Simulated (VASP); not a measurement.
Write the native input for VASP 6.6.1 that does the following.

```yaml
Task: single point
Functional: PBE
Potentials_or_basis: VASP PAW PBE potentials, release 64 (Er_3, Be), 4f in core
Cutoff: 600 eV
k_mesh: 7 × 7 × 4
Occupations: gaussian, width 0.2 eV
Spin: no spin polarisation
Dipole_correction: no
Further_INCAR_settings: ALGO = Normal; EDIFF = 1e-06; NBANDS = 12
```

The structure of ErBe lies in POSCAR:

```
ErBe
1.0
    2.2860280663     -2.3801732599     -0.6683661202
    2.2860280663      2.3801732599     -0.6683661202
   -3.6397403628      0.0000000000      4.5667879469
Er Be
1 1
Direct
    0.5000000000      0.5000000000      0.5000000000
    0.5000000000      0.5000000000      0.0000000000
```

The cell was generated, and may not be a known phase.

The input as run:

INCAR

```
SYSTEM = ErBe
ALGO     = Normal         ! electronic algorithm
EDIFF    = 1E-6           ! SCF threshold, eV
ENCUT    = 600            ! plane-wave cutoff, eV
GGA      = PE             ! functional
GGA_COMPAT= .False.      
ISIF     = 2              ! what is computed and relaxed
ISMEAR   = 0              ! smearing method
LASPH    = .True.         ! aspherical terms in the spheres
LCHARG   = .True.         ! write CHGCAR
LELF     = .True.         ! ELF
LMAXMIX  = 6              ! l up to which the mixer works
LREAL    = .False.        ! projectors in reciprocal space
LVHAR    = .True.       
LWAVE    = .False.        ! write WAVECAR
NBANDS   = 12             ! bands
NELM     = 200            ! most SCF steps
PREC     = Accurate       ! precision mode
SIGMA    = 0.2            ! smearing width, eV
```

KPOINTS

```
k-points
0
Gamma
  7 7 4
  0 0 0
```

Potentials or basis: VASP PAW PBE potentials, release 64 (Er_3, Be), 4f in core.

Command:

```bash
$ cat potpaw_PBE.64/Er_3/POTCAR potpaw_PBE.64/Be/POTCAR > POTCAR
$ mpirun -np 1 vasp_std > vasp.out
```

It gave:

| Quantity | Value |
| --- | --- |
| Pressure | 0.5 GPa |
| Band gap on the k mesh | zero (an odd number of electrons rules out a gap without spin polarisation) |

Caveat: the k points lie up to 0.38 Å⁻¹ apart, too coarse for converged energies and pressures of a metal; spin-orbit coupling is left out, which moves the levels of the heavy elements; the 4f electrons are frozen in the core, so they carry no moment and show no levels.

Wall time 19 s on 1 thread of Intel(R) Xeon(R) Platinum 8559C (Emerald Rapids), with other jobs on the host, peak memory 0.2 GiB.
